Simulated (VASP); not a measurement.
Input of a VASP 6.6.1 run:

File INCAR:

```
PREC = Accurate
ENCUT = 520
EDIFF = 1E-6
ISMEAR = -1
SIGMA = 0.05
LREAL = F
LASPH = T
NELM = 60
ALGO = Fast
ISIF = 2
LWAVE = F
LCHARG = F
NBANDS = 18
```

KPOINTS

```
Automatic mesh
0
Gamma
  11 11 6
```

POSCAR

```
Au
1.0
    2.8407997153      0.0000000000      0.0000000000
   -1.4203998576      2.4602047205      0.0000000000
    0.0000000000      0.0000000000      4.7803802105
Au
2
Direct
    0.6666666667      0.3333333333      0.2500000000
    0.3333333333      0.6666666667      0.7500000000
```

Potentials or basis: VASP PAW LDA potentials, release 64 (Au).

Command:

```bash
$ cat potpaw_LDA.64/Au/POTCAR > POTCAR
$ mpirun -np 1 vasp_std > vasp.out
```

(1) What does it give for the pressure?

(2) Estimate the band gap on the k mesh.

## Answers

(1) -0.7 GPa.

(2) zero (band 11 reaches 13.43 eV, above the bottom of band 12 at 6.92 eV).

Caveat: spin-orbit coupling is left out, which moves the levels of the heavy elements.
